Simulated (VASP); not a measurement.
Wanted: the native input for a VASP 6.6.1 run.

| Property | Result |
| --- | --- |
| Task | relaxation of cell and atoms |
| Functional | PBE |
| Potentials or basis | VASP PAW PBE potentials, release 64 (Er_3, H), 4f in core |
| Cutoff | 500 eV |
| k mesh | 10 × 10 × 10 |
| Occupations | gaussian, width 0.1 eV |
| Spin | no spin polarisation |
| Dipole correction | no |
| Mended | yes |
| Further INCAR settings | ALGO = Normal; EDIFF = 1e-07; IBRION = 2; EDIFFG = -0.01; NSW = 100; ISIF = 3 |

The structure of ErH4 lies in POSCAR:

```
ErH4
1.0
    4.0632377231      0.0000000000      0.0000000000
    0.0000000000      4.0632377231      0.0000000000
    0.0000000000      0.0000000000      4.0632377231
Er H
1 4
Direct
    0.5000000000      0.5000000000      0.5000000000
    0.0000000000      0.0000000000      0.0000000000
    0.5000000000      0.5000000000      0.0000000000
    0.5000000000      0.0000000000      0.5000000000
    0.0000000000      0.5000000000      0.5000000000
```

The cell was built from a structure type or drawn by symmetry, and may not be a known phase.

These files were run (other wordings do the same):

INCAR

```
SYSTEM = ErH4
PREC     = Accurate       ! precision mode
ENCUT    = 500            ! plane-wave cutoff, eV
EDIFF    = 1E-7           ! SCF threshold, eV
ISMEAR   = 0              ! smearing method
SIGMA    = 0.1            ! smearing width, eV
LREAL    = .FALSE.        ! projectors in reciprocal space
LASPH    = .TRUE.         ! aspherical terms in the spheres
NELM     = 200            ! most SCF steps
ALGO     = Normal         ! electronic algorithm
ISIF     = 3              ! what is computed and relaxed
LWAVE    = .FALSE.        ! write WAVECAR
LCHARG   = .FALSE.        ! write CHGCAR
GGA      = PE             ! functional
IBRION   = 2              ! ionic algorithm
NSW      = 100            ! ionic steps
EDIFFG   = -0.01          ! ionic threshold
GGA_COMPAT= .FALSE.      
NELMIN   = 4            
LMAXMIX  = 6              ! l up to which the mixer works
```

KPOINTS

```
regular mesh
0
G
  10 10 10
  0 0 0
```

Potentials or basis: VASP PAW PBE potentials, release 64 (Er_3, H), 4f in core.

The run is started by

```sh
$ cat potpaw_PBE.64/Er_3/POTCAR potpaw_PBE.64/H/POTCAR > POTCAR
$ mpirun -np 1 vasp_std > vasp.out
```

It gave:

- Relaxed volume: 13.58 Å³/atom
- Relaxed cell: a = 4.080 Å, b = 4.080 Å, c = 4.080 Å, α = 90.00°, β = 90.00°, γ = 90.00°
- Space group after relaxing (to 0.1 Å): Pm-3m (No. 221)
- Energy gained by relaxing: 0.2 meV/atom
- Ionic steps: 3
- Pressure after relaxing: 0.0 GPa
- Band gap on the k mesh: zero (an odd number of electrons rules out a gap without spin polarisation)

Caveat: spin-orbit coupling is left out, which moves the levels of the heavy elements; the 4f electrons are frozen in the core, so they carry no moment and show no levels.

Wall time 84 s on 1 thread of Intel(R) Xeon(R) 6975P-C (Granite Rapids) (shared host), peak memory 0.2 GiB.
